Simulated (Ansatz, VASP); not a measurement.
Given: the input of a run of VASP 6.6.1 on InAs.

INCAR

```
SYSTEM = InAs
  PREC = Accurate
  ENCUT = 600
  EDIFF = 1E-6
  ISMEAR = -1
  SIGMA = 0.05
  LREAL = .FALSE.
  LASPH = .TRUE.
  NELM = 80
  ALGO = Normal
  ISIF = 3
  LWAVE = .FALSE.
  LCHARG = .FALSE.
  GGA = PE
  IVDW = 13
  IBRION = 2
  NSW = 60
  EDIFFG = -0.01
```

File KPOINTS:

```
regular mesh
0
G
  8 8 8
  0 0 0
```

Contents of POSCAR:

```
InAs
1.0
    0.0000000000      2.8773040000      2.8773040000
    2.8773040000      0.0000000000      2.8773040000
    2.8773040000      2.8773040000      0.0000000000
In As
1 1
Direct
    0.5000000000      0.5000000000      0.5000000000
    0.0000000000      0.0000000000      0.0000000000
```

Potentials or basis: VASP PAW PBE potentials, release 64 (In_d, As).

The run is started by

```sh
$ cat potpaw_PBE.64/In_d/POTCAR potpaw_PBE.64/As/POTCAR > POTCAR
$ mpirun -np 1 vasp_std > vasp.out
```

Problem. Set up the same calculation for Ansatz 0.2.0. Potentials there: Ansatz PAW.

Solution. As run (the cutoff follows the program's own potentials):

The input input.yaml:

```yaml
crystal:
  lattice:
    - [0.0, 2.877304, 2.877304]
    - [2.877304, 0.0, 2.877304]
    - [2.877304, 2.877304, 0.0]
  atoms:
    - { symbol: In, position: [0.5, 0.5, 0.5] }
    - { symbol: As, position: [0.0, 0.0, 0.0] }
hamiltonian:
  xc: pbe
  pseudopotentials: { kind: paw }
  dispersion: d4
kpoints:
  mp_grid: { grid: [8, 8, 8] }
scf:
  occupations: { method: fermi_dirac, width: 0.05 }
output:
  forces: true
  stress: true
  eigenvalues: true
relax:
  f_tol: 0.01
  max_steps: 40
  cell: { stress_tol: 0.05 }
```

Potentials or basis: Ansatz PAW.

The run is started by

```bash
$ ansatz run input.yaml --threads 2 --pin off --max-ram 5632MiB --backend cpu --events-out ev --progress --plain --runs-dir out
```

Both were run:

|  | VASP | Ansatz | Ansatz less VASP |
| --- | --- | --- | --- |
| gap on the k mesh at the Fermi level, each at its own relaxed structure (eV) | none | none | - |
| relaxed volume (Å³/atom) | 22.85 | 22.82 | -0.034 |
| relaxed cell length with the largest relative difference (Å) | 4.013 | 4.011 | -0.0020 |

A gap of «none» marks a metal or a gap that the smearing closes. VASP's potentials hold 18 valence electrons a cell and Ansatz's 28, so a difference there can come from the potentials and not from the codes.

Noted on Ansatz's run: the plane-wave basis is chosen anew once the cell has moved, so the energies of steps on either side of that aren't comparable.
